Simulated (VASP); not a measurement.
# Rb (P6_3/mmc) in VASP: a series of runs

Rb is run at these levels: RPBE; tasks: single point.

Program: VASP 6.6.1. These are calculated values, not measurements. Logs are shortened: lines on timing, memory, paths and dates and some standing lists are left out, and cuts for length are marked.

### 1 The cell of the first run

The structure is hexagonal, space group P6_3/mmc (No. 194). The conventional cell has a = 5.208 Å, b = 5.208 Å, c = 8.588 Å, α = 90.00°, β = 90.00°, γ = 120.00°.

This isn't the form of Rb at room conditions, which is bcc.

### 2 Single point, RPBE (100.87 Å³/atom)

Contents of INCAR:

```
PREC = Accurate ; ENCUT = 520
EDIFF = 1E-6 ; ISMEAR = -1
SIGMA = 0.1 ; LREAL = False
LASPH = True ; NELM = 100
ALGO = Normal ; ISIF = 2
LWAVE = False ; LCHARG = False
GGA = RP ; NBANDS = 16
```

Contents of KPOINTS:

```
Automatic mesh
0
Gamma
  8 8 4
```

Contents of POSCAR:

```
Rb
1.0
    5.2082014682      0.0000000000      0.0000000000
   -2.6041007341      4.5104347795      0.0000000000
    0.0000000000      0.0000000000      8.5876035586
Rb
2
Direct
    0.3333333333      0.6666666667      0.2500000000
    0.6666666667      0.3333333333      0.7500000000
```

Potentials or basis: VASP PAW PBE potentials, release 64 (Rb_sv).

Started as:

```console
> cat potpaw_PBE.64/Rb_sv/POTCAR > POTCAR
> mpirun -np 1 vasp_std > vasp.out
```

OUTCAR:

```text
PREC = Accurate
   ENCUT = 520
   EDIFF = 1E-6
   ISMEAR = -1
   LREAL = False
   LASPH = True
   NELM = 100
   ISIF = 2
   GGA = RP

 ion  position               nearest neighbor table
   1  0.333  0.667  0.250-   2 5.24   2 5.24   2 5.24   2 5.24   2 5.24   2 5.24
   2  0.667  0.333  0.750-   1 5.24   1 5.24   1 5.24   1 5.24   1 5.24   1 5.24

  LATTYP: Found a hexagonal cell.
 ALAT       =     5.2082014682
 C/A-ratio  =     1.6488616293

  Lattice vectors:

 A1 = (   5.2082014682,   0.0000000000,   0.0000000000)
 A2 = (  -2.6041007341,   4.5104347795,   0.0000000000)
 A3 = (   0.0000000000,   0.0000000000,   8.5876035586)

Analysis of symmetry for initial positions (statically):
=====================================================================
 Subroutine PRICEL returns:
 Original cell was already a primitive cell.

 Routine SETGRP: Setting up the symmetry group for a
 hexagonal supercell.

 Subroutine GETGRP returns: Found 24 space group operations
 (whereof 12 operations were pure point group operations)
 out of a pool of 24 trial point group operations.

The static configuration has the point symmetry D_3d.
 The point group associated with its full space group is D_6h.

Analysis of symmetry for dynamics (positions and initial velocities):
=====================================================================
 Subroutine PRICEL returns:
 Original cell was already a primitive cell.

 Routine SETGRP: Setting up the symmetry group for a
 hexagonal supercell.

 Subroutine GETGRP returns: Found 24 space group operations
 (whereof 12 operations were pure point group operations)
 out of a pool of 24 trial point group operations.

The dynamic configuration has the point symmetry D_3d.
 The point group associated with its full space group is D_6h.

 Subroutine INISYM returns: Found 24 space group operations
 (whereof 12 operations are pure point group operations),
 and found     1 'primitive' translations

----------------------------------------------------------------------------------------

                                     Primitive cell

  volume of cell :     201.7336

  direct lattice vectors                    reciprocal lattice vectors
     5.208201468  0.000000000  0.000000000     0.192004861  0.110854058  0.000000000
    -2.604100734  4.510434779  0.000000000     0.000000000  0.221708117  0.000000000
     0.000000000  0.000000000  8.587603559     0.000000000  0.000000000  0.116446922

  length of vectors
     5.208201468  5.208201468  8.587603559     0.221708117  0.221708117  0.116446922

  position of ions in fractional coordinates (direct lattice)
     0.333333333  0.666666667  0.250000000
     0.666666667  0.333333333  0.750000000

  ion indices of the primitive-cell ions
   primitive index   ion index
                 1           1
                 2           2

----------------------------------------------------------------------------------------

 KPOINTS: Automatic mesh

Automatic generation of k-mesh.
 Grid dimensions read from file:
 generate k-points for:    8    8    4

 Generating k-lattice:

  Cartesian coordinates                     Fractional coordinates (reciprocal lattice)
     0.024000608  0.013856757  0.000000000     0.125000000 -0.000000000  0.000000000
     0.000000000  0.027713515  0.000000000     0.000000000  0.125000000  0.000000000
     0.000000000  0.000000000  0.029111730     0.000000000  0.000000000  0.250000000

  Length of vectors
     0.027713515  0.027713515  0.029111730

  Shift w.r.t. Gamma in fractional coordinates (k-lattice)
     0.000000000  0.000000000  0.000000000

 Subroutine IBZKPT returns following result:
 ===========================================

 Found     30 irreducible k-points:

 Following reciprocal coordinates:
            Coordinates               Weight
  0.000000  0.000000  0.000000      1.000000
  0.125000  0.000000  0.000000      6.000000
  0.250000  0.000000  0.000000      6.000000
  0.375000  0.000000  0.000000      6.000000
  0.500000  0.000000  0.000000      3.000000
  0.125000  0.125000  0.000000      6.000000
[... 16 lines left out ...]
  0.250000  0.000000  0.500000      6.000000
  0.375000  0.000000  0.500000      6.000000
 [... further k-points ...]
   k-points           NKPTS =     30   k-points in BZ     NKDIM =     30   number of bands    NBANDS=     16
   number of dos      NEDOS =    301   number of ions     NIONS =      2
   total plane-waves  NPLWV = 102400
   dimension x,y,z NGX =    40 NGY =   40 NGZ =   64
   dimension x,y,z NGXF=    80 NGYF=   80 NGZF=  128
   ions per type =               2
   NGX,Y,Z   is equivalent  to a cutoff of  12.77, 12.77, 12.39 a.u.
   NGXF,Y,Z  is equivalent  to a cutoff of  25.54, 25.54, 24.78 a.u.
 SYSTEM =  unknown system
   PREC   = accura    normal or accurate (medium, high low for compatibility)
   ISTART =      0    job   : 0-new  1-cont  2-samecut
   ICHARG =      2    charge: 1-file 2-atom 10-const
   ISPIN  =      1    spin polarized calculation?
   LNONCOLLINEAR =      F non collinear calculations
   LSORBIT =      F    spin-orbit coupling
   LASPH  =      T    aspherical Exc in radial PAW
   ENCUT  =  520.0 eV  38.22 Ry    6.18 a.u.   9.68  9.68 15.97*2*pi/ulx,y,z
   NELM   =    100;   NELMIN=  2; NELMDL= -5     # of ELM steps
   EDIFF  = 0.1E-05   stopping-criterion for ELM
   LREAL  =      F    real-space projection
   EDIFFG = 0.1E-04   stopping-criterion for IOM
   NSW    =      0    number of steps for IOM
   IBRION =     -1    ionic relax: 0-MD 1-quasi-New 2-CG
   NFREE  =      0    steps in history (QN), initial steepest desc. (CG)
   ISIF   =      2    stress and relaxation
   ISYM   =      2    0-nonsym 1-usesym 2-fastsym
   POTIM  = 0.5000    time-step for ionic-motion
   TEBEG  =    0.0;   TEEND  =   0.0 temperature during run
   PSTRESS=    0.0 pullay stress
   NELECT =      18.0000    total number of electrons
   NUPDOWN=      -1.0000    fix difference up-down
   EMIN   =  10.00;   EMAX   =-10.00  energy-range for DOS
   EFERMI =   0.00;   METHOD = LEGACY
   ISMEAR =    -1;   SIGMA  =   0.10  broadening in eV -4-tet -1-fermi 0-gaus
   EFERMI_NEDOS =   21; number of points for ismear=-14 and -15
   IALGO  =     38    algorithm
   IMIX   =      4    mixing-type and parameters
     AMIX     =   0.40;   BMIX     =  1.00
     AMIX_MAG =   1.60;   BMIX_MAG =  1.00
  volume/ion in A,a.u.               =     100.87       680.68
  Fermi-wavevector in a.u.,A,eV,Ry     =   0.731543  1.382415  7.281220  0.535155
  Thomas-Fermi vector in A             =   1.823785
   LORBIT       =      0    0 simple, 1 ext, 2 COOP (PROOUT), +10 PAW based schemes
   GGA     = RP    functional components
   LHFCALC =     F    Hartree Fock is set to
   AEXX    =    0.0000 exact exchange contribution
   IVDW    =     0    specifies the selected vdW correction
   LEPSILON=     F    determine dielectric tensor
   LRPA    =     F    only Hartree local field effects (RPA)
 non-spin polarized calculation
  energy-cutoff  :      520.00
  volume of cell :      201.73
 maximum number of plane-waves:      5456
 NGX is ok and might be reduce to    40
   NGX = 19   NGY = 19   NGZ = 31

 number of electron      18.0000000 magnetization

 Free energy of the ion-electron system (eV)
  ---------------------------------------------------
  ext. energy  EPLUGINS =         0.00000000
  ---------------------------------------------------
  free energy    TOTEN  =        -1.68350819 eV

  energy without entropy =       -1.62281490  energy(sigma->0) =       -1.65316155

 E-fermi :  -0.0974     XC(G=0):  -5.0964

 val. band max:       -0.1256671575   @ k =   0.3750   0.1250   0.2500
 cond. band min:      -0.0127895770   @ k =   0.5000   0.0000   0.0000
 fundamental gap:      0.1128775805
 Fermi energy:        -0.0974454552

 k-point     1 :       0.0000    0.0000    0.0000
  band No.  band energies     occupation
      1     -29.0879      2.00000
      2     -29.0858      2.00000
      3     -13.2107      2.00000
      4     -13.1579      2.00000
      5     -13.1579      2.00000
      6     -13.1495      2.00000
[... 8 lines left out ...]
     15       3.7205      0.00000
     16       3.7205      0.00000

 k-point     2 :       0.1250    0.0000    0.0000
  band No.  band energies     occupation
      1     -29.0876      2.00000
      2     -29.0856      2.00000
      3     -13.2076      2.00000
      4     -13.1652      2.00000
      5     -13.1602      2.00000
      6     -13.1570      2.00000
[... 8 lines left out ...]
     15       3.6334      0.00000
     16       3.7489      0.00000

 k-point     3 :       0.2500    0.0000    0.0000
  band No.  band energies     occupation
      1     -29.0868      2.00000
      2     -29.0853      2.00000
      3     -13.1994      2.00000
      4     -13.1828      2.00000
      5     -13.1746      2.00000
      6     -13.1655      2.00000
[... 8 lines left out ...]
     15       3.6105      0.00000
     16       3.6653      0.00000

 k-point     4 :       0.3750    0.0000    0.0000
  band No.  band energies     occupation
      1     -29.0860      2.00000
      2     -29.0850      2.00000
      3     -13.2005      2.00000
      4     -13.1917      2.00000
      5     -13.1892      2.00000
      6     -13.1706      2.00000
[... 8 lines left out ...]
     15       3.3621      0.00000
     16       3.9675      0.00000
[... 324 lines left out ...]
 k-point    22 :       0.1250    0.0000    0.5000
  band No.  band energies     occupation
      1     -29.0866      2.00000
      2     -29.0866      2.00000
      3     -13.1813      2.00000
      4     -13.1813      2.00000
      5     -13.1590      2.00000
      6     -13.1590      2.00000
[... 8 lines left out ...]
     15       3.4569      0.00000
     16       3.4569      0.00000

 k-point    23 :       0.2500    0.0000    0.5000
  band No.  band energies     occupation
      1     -29.0860      2.00000
      2     -29.0860      2.00000
      3     -13.1896      2.00000
      4     -13.1896      2.00000
      5     -13.1658      2.00000
      6     -13.1658      2.00000
[... 8 lines left out ...]
     15       3.5772      0.00000
     16       3.5772      0.00000

 k-point    24 :       0.3750    0.0000    0.5000
  band No.  band energies     occupation
      1     -29.0855      2.00000
      2     -29.0855      2.00000
      3     -13.2040      2.00000
      4     -13.2040      2.00000
      5     -13.1664      2.00000
      6     -13.1664      2.00000
[... 8 lines left out ...]
     15       3.6169      0.00000
     16       3.6169      0.00000

 [... further k-points ...]
[... 5 lines left out ...]
  --------------------------------------------------------------------------------------
  -------------------------------------------------------------------------------------
  Total        0.0390777      0.0390777     -0.0241622      0.0000000      0.0000000     -0.0000000
  in kB        0.3103571      0.3103571     -0.1918971      0.0000000      0.0000000     -0.0000000
  external PRESSURE =       0.1429391 kB  Pullay stress =       0.0000000 kB

 VOLUME and BASIS-vectors are now :
 -----------------------------------------------------------------------------
  energy-cutoff  :      520.00
  volume of cell :      201.73
      direct lattice vectors                 reciprocal lattice vectors
     5.208201468  0.000000000  0.000000000     0.192004861  0.110854058  0.000000000
    -2.604100734  4.510434779  0.000000000     0.000000000  0.221708117  0.000000000
     0.000000000  0.000000000  8.587603559     0.000000000  0.000000000  0.116446922

 POSITION                                       TOTAL-FORCE (eV/Angst)
 -----------------------------------------------------------------------------------
     -0.00000      3.00696      2.14690         0.000000      0.000000      0.000000
      2.60410      1.50348      6.44070        -0.000000      0.000000      0.000000
 -----------------------------------------------------------------------------------
    total drift:                               -0.000000      0.000000     -0.000000

  FREE ENERGIE OF THE ION-ELECTRON SYSTEM (eV)
  ---------------------------------------------------
  free  energy   TOTEN  =        -1.6835081913 eV

  energy  without entropy=       -1.6228149002  energy(sigma->0) =       -1.65316155
```

It took 1.8 min on 1 thread of Intel Xeon 8259CL, shared host; peak memory 0.33 GiB.

Results:

| Quantity | Value |
| --- | --- |
| Free energy | -1.6835 eV |
| Pressure | 0.0 GPa |
| Band gap on the k mesh | zero (bands 9 and 10 overlap by 2.07 eV) |

Caveat: the PAW data sets were made with another functional, which shifts forces and pressure a little.

### 3 Single point, RPBE (104.90 Å³/atom)

This run uses another cell than the first one, of 104.90 Å³/atom.

Contents of INCAR:

```
SYSTEM = Rb
ALGO = Normal ; EDIFF = 1E-6
ENCUT = 520 ; GGA = RP
ISIF = 2 ; ISMEAR = -1
LASPH = .TRUE. ; LCHARG = .FALSE.
LREAL = .FALSE. ; LWAVE = .FALSE.
NBANDS = 16 ; NELM = 100
PREC = Accurate ; SIGMA = 0.1
```

Contents of KPOINTS:

```
k-points
0
G
  8 8 4
  0 0 0
```

Contents of POSCAR:

```
Rb
1.0
    5.2767382945      0.0000000000      0.0000000000
   -2.6383691472      4.5697894121      0.0000000000
    0.0000000000      0.0000000000      8.7006113016
Rb
2
Direct
    0.3333333333      0.6666666667      0.2500000000
    0.6666666667      0.3333333333      0.7500000000
```

Potentials or basis: VASP PAW PBE potentials, release 64 (Rb_sv).

Started as:

```console
> cat potpaw_PBE.64/Rb_sv/POTCAR > POTCAR
> mpirun -np 1 vasp_std > vasp.out
```

Wall time 2.2 min (1 thread of Intel Xeon 8259CL, shared host); peak memory 0.34 GiB.

The run converged. Its results:

* Free energy: -1.6819 eV
* Pressure: -0.1 GPa
* Band gap on the k mesh: zero (bands 9 and 10 overlap by 2.04 eV)

Levels at points of the mesh, in eV from the Fermi level:
```
           k point  band 7  band 8  band 9  band 10  band 11  band 12
(0.00, 0.00, 0.00)  -13.08  -13.08   -1.76     0.17     0.54     3.41
(0.50, 0.00, 0.00)  -13.09  -13.09    0.08     0.29     1.33     1.58
(0.00, 0.00, 0.50)  -13.08  -13.08   -1.18    -1.18     2.22     2.22
(0.50, 0.00, 0.50)  -13.09  -13.09    0.46     0.46     0.81     0.81
```

Caveat: the PAW data sets were made with another functional, which shifts forces and pressure a little.

### 4 Single point, RPBE (108.94 Å³/atom)

This run uses another cell than the first one, of 108.94 Å³/atom.

Contents of INCAR:

```
SYSTEM = Rb
PREC = Accurate ; ENCUT = 520
EDIFF = 1E-6 ; ISMEAR = -1
SIGMA = 0.1 ; LREAL = .FALSE.
LASPH = .TRUE. ; NELM = 60
ALGO = Normal ; ISIF = 2
LWAVE = .FALSE. ; LCHARG = .TRUE.
GGA = RP ; LELF = .TRUE.
LVHAR = .TRUE. ; NBANDS = 16
```

Contents of KPOINTS:

```
Automatic mesh
0
G
  8 8 4
  0 0 0
```

Contents of POSCAR:

```
Rb
1.0
    5.3435395416      0.0000000000      0.0000000000
   -2.6717697708      4.6276409892      0.0000000000
    0.0000000000      0.0000000000      8.8107573148
Rb
2
Direct
    0.3333333333      0.6666666667      0.2500000000
    0.6666666667      0.3333333333      0.7500000000
```

Started as:

```console
> cat potpaw_PBE.64/Rb_sv/POTCAR > POTCAR
> mpirun -np 1 vasp_std > vasp.out
```

Wall time 2.3 min (1 thread of Intel Xeon 8259CL, shared host); peak memory 0.35 GiB.

It converged, with:

| Property | Result |
| --- | --- |
| Free energy | -1.6763 eV |
| Pressure | -0.1 GPa |
| Band gap on the k mesh | zero (bands 9 and 10 overlap by 2.00 eV) |

Levels at points of the mesh, in eV from the Fermi level:
| k point | band 6 | band 7 | band 8 | band 9 | band 10 | band 11 | band 12 | band 13 |
| --- | --- | --- | --- | --- | --- | --- | --- | --- |
| (0.00, 0.00, 0.00) | -13.11 | -13.11 | -13.11 | -1.72 | 0.17 | 0.53 | 3.37 | 3.37 |
| (0.50, 0.00, 0.00) | -13.12 | -13.12 | -13.11 | 0.08 | 0.28 | 1.34 | 1.58 | 1.89 |
| (0.00, 0.00, 0.50) | -13.11 | -13.11 | -13.11 | -1.15 | -1.15 | 2.19 | 2.19 | 3.42 |
| (0.50, 0.00, 0.50) | -13.12 | -13.12 | -13.12 | 0.46 | 0.46 | 0.78 | 0.78 | 2.49 |

Caveat: the PAW data sets were made with another functional, which shifts forces and pressure a little.

### 5 Single point, RPBE (112.97 Å³/atom)

This run uses another cell than the first one, of 112.97 Å³/atom.

Contents of INCAR:

```
ALGO     = Normal         # electronic algorithm
EDIFF    = 1E-7           # SCF threshold, eV
ENCUT    = 520            # plane-wave cutoff, eV
GGA      = RP             # functional
ISIF     = 2              # what is computed and relaxed
ISMEAR   = -1             # smearing method
LASPH    = T              # aspherical terms in the spheres
LCHARG   = F              # write CHGCAR
LREAL    = F              # projectors in reciprocal space
LWAVE    = F              # write WAVECAR
NBANDS   = 16             # bands
NELM     = 100            # most SCF steps
PREC     = Accurate       # precision mode
SIGMA    = 0.1            # smearing width, eV
```

Contents of KPOINTS:

```
k-points
0
Gamma
  8 8 4
```

Contents of POSCAR:

```
Rb
1.0
    5.4087110809      0.0000000000      0.0000000000
   -2.7043555405      4.6840811978      0.0000000000
    0.0000000000      0.0000000000      8.9182161654
Rb
2
Direct
    0.3333333333      0.6666666667      0.2500000000
    0.6666666667      0.3333333333      0.7500000000
```

Started as:

```console
> cat potpaw_PBE.64/Rb_sv/POTCAR > POTCAR
> mpirun -np 1 vasp_std > vasp.out
```

It took 2.1 min on 1 thread of Intel Xeon 8259CL, shared host; peak memory 0.35 GiB.

It converged, with:

```
Free energy            : -1.6674 eV
Pressure               : -0.2 GPa
Band gap on the k mesh : zero (bands 9 and 10 overlap by 1.97 eV)
```

Levels at points of the mesh, in eV from the Fermi level:
| k point | band 5 | band 6 | band 7 | band 8 | band 9 | band 10 | band 11 | band 12 | band 13 | band 14 |
| --- | --- | --- | --- | --- | --- | --- | --- | --- | --- | --- |
| (0.00, 0.00, 0.00) | -13.14 | -13.13 | -13.13 | -13.13 | -1.68 | 0.17 | 0.52 | 3.34 | 3.34 | 3.36 |
| (0.50, 0.00, 0.00) | -13.15 | -13.15 | -13.14 | -13.14 | 0.08 | 0.28 | 1.34 | 1.57 | 1.86 | 2.17 |
| (0.00, 0.00, 0.50) | -13.14 | -13.14 | -13.14 | -13.14 | -1.13 | -1.13 | 2.17 | 2.17 | 3.38 | 3.38 |
| (0.50, 0.00, 0.50) | -13.14 | -13.14 | -13.14 | -13.14 | 0.46 | 0.46 | 0.76 | 0.76 | 2.47 | 2.47 |

Caveat: the PAW data sets were made with another functional, which shifts forces and pressure a little.

### 6 The runs side by side

| cell | gap on the mesh (eV) | pressure (GPa) |
| --- | --- | --- |
| a = 5.208, b = 5.208, c = 8.588 Å, angles 90.0, 90.0, 120.0°, 2 atoms | none | 0.0 |
| a = 5.277, b = 5.277, c = 8.701 Å, angles 90.0, 90.0, 120.0°, 2 atoms | none | -0.1 |
| a = 5.344, b = 5.344, c = 8.811 Å, angles 90.0, 90.0, 120.0°, 2 atoms | none | -0.1 |
| a = 5.409, b = 5.409, c = 8.918 Å, angles 90.0, 90.0, 120.0°, 2 atoms | none | -0.2 |

Alike in all rows: task single point; level RPBE; potentials or basis VASP PAW PBE potentials, release 64 (Rb_sv); no spin polarisation; k mesh 8 × 8 × 4; cutoff (eV) 520; smearing fermi-dirac 0.1 eV.

Caveats: the PAW data sets were made with another functional, which shifts forces and pressure a little.

Absolute energies hang on the potentials; compare differences alone.
